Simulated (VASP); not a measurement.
# ZnS (P6_3mc) in VASP: a series of runs

Runs on ZnS. Level: PBEsol. Tasks: single point.

Everything below comes from runs of VASP 6.6.1. Logs are shortened: lines on timing, memory, paths and dates and some standing lists are left out, and cuts for length are marked.

## Step 1: The cell of the first run

It takes space group P6_3mc (No. 186, hexagonal). The conventional cell has a = 3.709 Å, b = 3.709 Å, c = 6.101 Å, α = 90.00°, β = 90.00°, γ = 120.00°. Zn (site symmetry 3m) has 4 S at 2.28 Å within 3.0 Å. Within 3.0 Å of S (site symmetry 3m) lie 4 Zn at 2.28 Å.

## Step 2: Single point, PBEsol

INCAR reads:

```
SYSTEM = ZnS
PREC = Accurate
ENCUT = 520
EDIFF = 1E-6
ISMEAR = 0
SIGMA = 0.02
LREAL = .FALSE.
LASPH = .TRUE.
NELM = 100
ALGO = Normal
ISIF = 2
LWAVE = .FALSE.
LCHARG = .TRUE.
GGA = PS
LELF = .TRUE.
LVHAR = .TRUE.
NBANDS = 26
```

KPOINTS reads:

```
regular mesh
0
G
  12 12 6
  0 0 0
```

POSCAR reads:

```
ZnS
1.0
    3.7091517602      0.0000000000      0.0000000000
   -1.8545758801      3.2122196508      0.0000000000
    0.0000000000      0.0000000000      6.1012656750
Zn S
2 2
Direct
    0.3333333333      0.6666666667      0.0008650420
    0.6666666667      0.3333333333      0.5008650420
    0.3333333333      0.6666666667      0.3741349580
    0.6666666667      0.3333333333      0.8741349580
```

Potentials or basis: VASP PAW PBE potentials, release 64 (Zn, S).

The run is started by

```bash
$ cat potpaw_PBE.64/Zn/POTCAR potpaw_PBE.64/S/POTCAR > POTCAR
$ mpirun -np 1 vasp_std > vasp.out
```

OUTCAR:

```text
SYSTEM = ZnS
   PREC = Accurate
   ENCUT = 520
   EDIFF = 1E-6
   ISMEAR = 0
   LREAL = .FALSE.
   LASPH = .TRUE.
   NELM = 100
   ISIF = 2
   GGA = PS

 ion  position               nearest neighbor table
   1  0.333  0.667  0.001-   4 2.28   4 2.28   4 2.28   3 2.28
   2  0.667  0.333  0.501-   3 2.28   3 2.28   3 2.28   4 2.28
   3  0.333  0.667  0.374-   2 2.28   2 2.28   2 2.28   1 2.28
   4  0.667  0.333  0.874-   1 2.28   1 2.28   1 2.28   2 2.28

  LATTYP: Found a hexagonal cell.
 ALAT       =     3.7091517602
 C/A-ratio  =     1.6449220926

  Lattice vectors:

 A1 = (   3.7091517602,   0.0000000000,   0.0000000000)
 A2 = (  -1.8545758801,   3.2122196508,   0.0000000000)
 A3 = (   0.0000000000,   0.0000000000,   6.1012656750)

Analysis of symmetry for initial positions (statically):
=====================================================================
 Subroutine PRICEL returns:
 Original cell was already a primitive cell.

 Routine SETGRP: Setting up the symmetry group for a
 hexagonal supercell.

 Subroutine GETGRP returns: Found 12 space group operations
 (whereof  6 operations were pure point group operations)
 out of a pool of 24 trial point group operations.

The static configuration has the point symmetry C_3v.
 The point group associated with its full space group is C_6v.

Analysis of symmetry for dynamics (positions and initial velocities):
=====================================================================
 Subroutine PRICEL returns:
 Original cell was already a primitive cell.

 Routine SETGRP: Setting up the symmetry group for a
 hexagonal supercell.

 Subroutine GETGRP returns: Found 12 space group operations
 (whereof  6 operations were pure point group operations)
 out of a pool of 24 trial point group operations.

The dynamic configuration has the point symmetry C_3v.
 The point group associated with its full space group is C_6v.

 Subroutine INISYM returns: Found 12 space group operations
 (whereof  6 operations are pure point group operations),
 and found     1 'primitive' translations

----------------------------------------------------------------------------------------

                                     Primitive cell
[... 90 lines left out ...]
   LNONCOLLINEAR =      F non collinear calculations
   LSORBIT =      F    spin-orbit coupling
   LASPH  =      T    aspherical Exc in radial PAW
   ENCUT  =  520.0 eV  38.22 Ry    6.18 a.u.   6.90  6.90 11.34*2*pi/ulx,y,z
   NELM   =    100;   NELMIN=  2; NELMDL= -5     # of ELM steps
   EDIFF  = 0.1E-05   stopping-criterion for ELM
   LREAL  =      F    real-space projection
   EDIFFG = 0.1E-04   stopping-criterion for IOM
   NSW    =      0    number of steps for IOM
   IBRION =     -1    ionic relax: 0-MD 1-quasi-New 2-CG
   NFREE  =      0    steps in history (QN), initial steepest desc. (CG)
   ISIF   =      2    stress and relaxation
   ISYM   =      2    0-nonsym 1-usesym 2-fastsym
   POTIM  = 0.5000    time-step for ionic-motion
   TEBEG  =    0.0;   TEEND  =   0.0 temperature during run
   PSTRESS=    0.0 pullay stress
   NELECT =      36.0000    total number of electrons
   NUPDOWN=      -1.0000    fix difference up-down
   EMIN   =  10.00;   EMAX   =-10.00  energy-range for DOS
   EFERMI =   0.00;   METHOD = LEGACY
   ISMEAR =     0;   SIGMA  =   0.02  broadening in eV -4-tet -1-fermi 0-gaus
   EFERMI_NEDOS =   21; number of points for ismear=-14 and -15
   IALGO  =     38    algorithm
   IMIX   =      4    mixing-type and parameters
     AMIX     =   0.40;   BMIX     =  1.00
     AMIX_MAG =   1.60;   BMIX_MAG =  1.00
  volume/ion in A,a.u.               =      18.17       122.64
  Fermi-wavevector in a.u.,A,eV,Ry     =   1.295217  2.447604 22.824944  1.677586
  Thomas-Fermi vector in A             =   2.426750
   LORBIT       =      0    0 simple, 1 ext, 2 COOP (PROOUT), +10 PAW based schemes
   GGA     = PS    functional components
   LHFCALC =     F    Hartree Fock is set to
   AEXX    =    0.0000 exact exchange contribution
   IVDW    =     0    specifies the selected vdW correction
   LEPSILON=     F    determine dielectric tensor
   LRPA    =     F    only Hartree local field effects (RPA)
 non-spin polarized calculation
 Gauss-broadening in eV      SIGMA  =   0.02
  energy-cutoff  :      520.00
  volume of cell :       72.69
 maximum number of plane-waves:      1976
 NGX is ok and might be reduce to    28
   NGX = 13   NGY = 13   NGZ = 23

 number of electron      35.9999998 magnetization

 Free energy of the ion-electron system (eV)
  ---------------------------------------------------
  ext. energy  EPLUGINS =         0.00000000
  ---------------------------------------------------
  free energy    TOTEN  =       -15.09830854 eV

  energy without entropy =      -15.09830854  energy(sigma->0) =      -15.09830854

 E-fermi :   2.9891     XC(G=0): -10.2339

 val. band max:        2.8432450613   @ k =   0.0000   0.0000   0.0000
 cond. band min:       5.2536207549   @ k =   0.0000   0.0000   0.0000
 fundamental gap:      2.4103756936
 Fermi energy:         2.9890718356

 k-point     1 :       0.0000    0.0000    0.0000
  band No.  band energies     occupation
      1     -10.9582      2.00000
      2      -9.8527      2.00000
      3      -3.9183      2.00000
      4      -3.8923      2.00000
      5      -3.8923      2.00000
      6      -3.7963      2.00000
[... 685 lines left out ...]
     25      11.7730      0.00000
     26      12.8643      0.00000

 [... further k-points ...]

------------------------ aborting loop because EDIFF is reached ----------------------------------------

  FORCE on cell =-STRESS in cart. coord.  units (eV):
  Direction    XX          YY          ZZ          XY          YZ          ZX
  --------------------------------------------------------------------------------------
  -------------------------------------------------------------------------------------
  Total        2.3727059      2.3727059      2.4055512      0.0000000      0.0000000      0.0000000
  in kB       52.2943439     52.2943439     53.0182539      0.0000000      0.0000000      0.0000000
  external PRESSURE =      52.5356472 kB  Pullay stress =       0.0000000 kB

 VOLUME and BASIS-vectors are now :
 -----------------------------------------------------------------------------
  energy-cutoff  :      520.00
  volume of cell :       72.69
      direct lattice vectors                 reciprocal lattice vectors
     3.709151760  0.000000000  0.000000000     0.269603420  0.155655607  0.000000000
    -1.854575880  3.212219651  0.000000000     0.000000000  0.311311214  0.000000000
     0.000000000  0.000000000  6.101265675     0.000000000  0.000000000  0.163900419

 POSITION                                       TOTAL-FORCE (eV/Angst)
 -----------------------------------------------------------------------------------
     -0.00000      2.14148      0.00528        -0.000000      0.000000     -0.004239
      1.85458      1.07074      3.05591         0.000000     -0.000000     -0.004239
     -0.00000      2.14148      2.28270         0.000000     -0.000000      0.004239
      1.85458      1.07074      5.33333         0.000000      0.000000      0.004239
 -----------------------------------------------------------------------------------
    total drift:                               -0.000001     -0.000001      0.000977

  FREE ENERGIE OF THE ION-ELECTRON SYSTEM (eV)
  ---------------------------------------------------
  free  energy   TOTEN  =       -15.0983085421 eV

  energy  without entropy=      -15.0983085421  energy(sigma->0) =      -15.09830854
```

OSZICAR:

```text
N       E                     dE             d eps       ncg     rms          rms(c)
DAV:   1     0.246484542942E+03    0.24648E+03   -0.17270E+04  3952   0.172E+03
DAV:   2     0.820458377140E+01   -0.23828E+03   -0.22836E+03  4090   0.356E+02
DAV:   3    -0.153559045264E+02   -0.23560E+02   -0.23327E+02  4716   0.112E+02
DAV:   4    -0.159314999905E+02   -0.57560E+00   -0.57432E+00  4620   0.175E+01
DAV:   5    -0.159401818716E+02   -0.86819E-02   -0.86795E-02  4734   0.215E+00    0.111E+01
DAV:   6    -0.151121716017E+02    0.82801E+00   -0.18294E+00  5080   0.423E+01    0.839E+00
DAV:   7    -0.151106847698E+02    0.14868E-02   -0.13954E+00  4168   0.741E+00    0.349E+00
DAV:   8    -0.150993644518E+02    0.11320E-01   -0.31513E-02  4944   0.150E+00    0.936E-01
DAV:   9    -0.150981325158E+02    0.12319E-02   -0.12036E-02  5356   0.140E+00    0.229E-01
DAV:  10    -0.150982024554E+02   -0.69940E-04   -0.54863E-04  4688   0.331E-01    0.127E-01
DAV:  11    -0.150983080095E+02   -0.10555E-03   -0.15114E-04  4094   0.799E-02    0.444E-02
DAV:  12    -0.150983085421E+02   -0.53256E-06   -0.27438E-06  4560   0.112E-02
   1 F= -.15098309E+02 E0= -.15098309E+02  d E =-.212904E-27
```

It took 97 s on 1 thread of Intel Xeon Platinum 8259CL at 2.50GHz (Skylake/Cascade Lake), shared host; peak memory 0.26 GiB.

Results:

```
Free energy            : -15.0983 eV
Pressure               : 5.3 GPa
Largest force          : 0.004 eV/Å
Band gap on the k mesh : 2.41 eV
```

Forces in eV/Å, atoms in the order of the input:
```
Zn   0.000  0.000 -0.004
Zn   0.000  0.000 -0.004
S    0.000  0.000  0.004
S    0.000  0.000  0.004
```

Caveat: the cell stands under pressure; the PAW data sets were made with another functional, which shifts forces and pressure a little.

## Step 3: Single point, PBEsol

This run uses another cell than the first one, of 18.77 Å³/atom.

INCAR reads:

```
PREC = Accurate
ENCUT = 520
EDIFF = 1E-7
ISMEAR = 0
SIGMA = 0.02
LREAL = F
LASPH = T
NELM = 60
ALGO = Normal
ISIF = 2
LWAVE = F
LCHARG = T
GGA = PS
LELF = T
LVHAR = T
NBANDS = 26
```

KPOINTS reads:

```
Automatic mesh
0
Gamma
  12 12 6
```

POSCAR reads:

```
ZnS
1.0
    3.7506495376      0.0000000000      0.0000000000
   -1.8753247688      3.2481577803      0.0000000000
    0.0000000000      0.0000000000      6.1614716527
Zn S
2 2
Direct
    0.3333333333      0.6666666667      0.0005479280
    0.6666666667      0.3333333333      0.5005479280
    0.3333333333      0.6666666667      0.3744520720
    0.6666666667      0.3333333333      0.8744520720
```

Potentials or basis: VASP PAW PBE potentials, release 64 (Zn, S).

The run is started by

```bash
$ cat potpaw_PBE.64/Zn/POTCAR potpaw_PBE.64/S/POTCAR > POTCAR
$ mpirun -np 1 vasp_std > vasp.out
```

Wall time 2.2 min (1 thread of Intel Xeon Platinum 8259CL at 2.50GHz (Skylake/Cascade Lake), shared host); peak memory 0.27 GiB.

It converged, with:

| Item | Value |
| --- | --- |
| Free energy | -15.1533 eV |
| Pressure | 2.2 GPa |
| Largest force | 0.003 eV/Å |
| Band gap on the k mesh | 2.27 eV |

Forces on the atoms (eV/Å):
```
Zn   0.000  0.000  0.003
Zn   0.000  0.000  0.003
S    0.000  0.000 -0.003
S    0.000  0.000 -0.003
```

Levels at points of the mesh, in eV from the valence-band top:
| k point | band 16 | band 17 | band 18 | band 19 | band 20 | band 21 |
| --- | --- | --- | --- | --- | --- | --- |
| (0.00, 0.00, 0.00) | -0.10 | 0.00 | 0.00 | 2.27 | 3.08 | 6.19 |
| (0.50, 0.00, 0.00) | -2.44 | -1.87 | -0.97 | 3.49 | 4.26 | 4.93 |
| (0.00, 0.00, 0.50) | -0.51 | -0.51 | -0.51 | 3.58 | 3.58 | 6.66 |
| (0.50, 0.00, 0.50) | -1.78 | -1.76 | -1.76 | 3.41 | 3.41 | 5.08 |

Caveat: the PAW data sets were made with another functional, which shifts forces and pressure a little. A k mesh can miss the band edges.

## Step 4: Single point, PBEsol

This run uses another cell than the first one, of 18.77 Å³/atom.

INCAR reads:

```
SYSTEM = ZnS
  ALGO = Normal
  EDIFF = 1E-7
  ENCUT = 520
  GGA = PS
  ISIF = 2
  ISMEAR = 0
  LASPH = .TRUE.
  LCHARG = .TRUE.
  LELF = .TRUE.
  LREAL = .FALSE.
  LVHAR = .TRUE.
  LWAVE = .FALSE.
  NBANDS = 26
  NELM = 80
  PREC = Accurate
  SIGMA = 0.02
```

KPOINTS reads:

```
k-points
0
G
  12 12 6
  0 0 0
```

POSCAR is that of step 3.

The run is started by

```bash
$ cat potpaw_PBE.64/Zn/POTCAR potpaw_PBE.64/S/POTCAR > POTCAR
$ mpirun -np 1 vasp_std > vasp.out
```

Run time: 2 min. Hardware: 1 thread of Intel Xeon Platinum 8259CL at 2.50GHz (Skylake/Cascade Lake), shared host; peak memory 0.27 GiB.

It converged, with:

```
Free energy            : -15.1533 eV
Pressure               : 2.2 GPa
Largest force          : 0.003 eV/Å
Band gap on the k mesh : 2.27 eV
```

Forces in eV/Å, atoms in the order of the input:
```
Zn   0.000  0.000  0.003
Zn   0.000  0.000  0.003
S    0.000  0.000 -0.003
S    0.000  0.000 -0.003
```

Levels at points of the mesh, in eV from the valence-band top:
| k point | band 14 | band 15 | band 16 | band 17 | band 18 | band 19 | band 20 | band 21 | band 22 | band 23 |
| --- | --- | --- | --- | --- | --- | --- | --- | --- | --- | --- |
| (0.00, 0.00, 0.00) | -0.97 | -0.97 | -0.10 | 0.00 | 0.00 | 2.27 | 3.08 | 6.19 | 6.19 | 6.43 |
| (0.50, 0.00, 0.00) | -4.36 | -3.55 | -2.44 | -1.87 | -0.97 | 3.49 | 4.26 | 4.93 | 6.78 | 7.49 |
| (0.00, 0.00, 0.50) | -3.04 | -0.51 | -0.51 | -0.51 | -0.51 | 3.58 | 3.58 | 6.66 | 6.66 | 6.66 |
| (0.50, 0.00, 0.50) | -5.15 | -1.78 | -1.78 | -1.76 | -1.76 | 3.41 | 3.41 | 5.08 | 5.08 | 8.80 |

Caveat: the PAW data sets were made with another functional, which shifts forces and pressure a little. A k mesh can miss the band edges.

## Step 5: Single point, PBEsol

This run uses another cell than the first one, of 19.22 Å³/atom.

INCAR reads:

```
SYSTEM = ZnS
  ALGO = Normal
  EDIFF = 1E-7
  ENCUT = 520
  GGA = PS
  ISIF = 2
  ISMEAR = 0
  LASPH = .TRUE.
  LCHARG = .FALSE.
  LREAL = .FALSE.
  LWAVE = .FALSE.
  NBANDS = 26
  NELM = 100
  PREC = Accurate
  SIGMA = 0.02
```

KPOINTS is that of step 4.

POSCAR reads:

```
ZnS
1.0
    3.7819115805      0.0000000000      0.0000000000
   -1.8909557902      3.2752315036      0.0000000000
    0.0000000000      0.0000000000      6.2070851082
Zn S
2 2
Direct
    0.3333333333      0.6666666667      0.0003726397
    0.6666666667      0.3333333333      0.5003726397
    0.3333333333      0.6666666667      0.3746273603
    0.6666666667      0.3333333333      0.8746273603
```

The run is started by

```bash
$ cat potpaw_PBE.64/Zn/POTCAR potpaw_PBE.64/S/POTCAR > POTCAR
$ mpirun -np 1 vasp_std > vasp.out
```

Run time: 2.1 min. Hardware: 1 thread of Intel Xeon Platinum 8259CL at 2.50GHz (Skylake/Cascade Lake), shared host; peak memory 0.27 GiB.

It converged, with:

```yaml
Free_energy: -15.1674 eV
Pressure: 0.2 GPa
Largest_force: 0.003 eV/Å
Band_gap_on_the_k_mesh: 2.16 eV
```

Forces in eV/Å, atoms in the order of the input:
```
Zn   0.000  0.000  0.003
Zn   0.000  0.000  0.003
S    0.000  0.000 -0.003
S    0.000  0.000 -0.003
```

Levels at points of the mesh, in eV from the valence-band top:
| k point | band 14 | band 15 | band 16 | band 17 | band 18 | band 19 | band 20 | band 21 | band 22 | band 23 |
| --- | --- | --- | --- | --- | --- | --- | --- | --- | --- | --- |
| (0.00, 0.00, 0.00) | -0.94 | -0.94 | -0.09 | 0.00 | 0.00 | 2.16 | 3.03 | 6.20 | 6.20 | 6.46 |
| (0.50, 0.00, 0.00) | -4.26 | -3.43 | -2.35 | -1.79 | -0.93 | 3.51 | 4.21 | 4.96 | 6.80 | 7.40 |
| (0.00, 0.00, 0.50) | -2.97 | -0.49 | -0.49 | -0.49 | -0.49 | 3.51 | 3.51 | 6.67 | 6.67 | 6.67 |
| (0.50, 0.00, 0.50) | -5.03 | -1.71 | -1.71 | -1.69 | -1.69 | 3.41 | 3.41 | 5.10 | 5.10 | 8.77 |

Caveat: the PAW data sets were made with another functional, which shifts forces and pressure a little. A k mesh can miss the band edges.

## Step 6: Summary

```tsv
cell	gap on the mesh (eV)	pressure (GPa)
a = 3.709, b = 3.709, c = 6.101 Å, angles 90.0, 90.0, 120.0°, 4 atoms	2.41	5.3
a = 3.751, b = 3.751, c = 6.161 Å, angles 90.0, 90.0, 120.0°, 4 atoms	2.27	2.2
a = 3.782, b = 3.782, c = 6.207 Å, angles 90.0, 90.0, 120.0°, 4 atoms	2.16	0.2
```

Alike in all rows: task single point; level PBEsol; potentials or basis VASP PAW PBE potentials, release 64 (Zn, S); no spin polarisation; k mesh 12 × 12 × 6; cutoff (eV) 520; smearing gaussian 0.02 eV.

Caveats: the PAW data sets were made with another functional, which shifts forces and pressure a little; the cell stands under pressure (at least some runs).

Absolute energies hang on the potentials; compare differences alone.
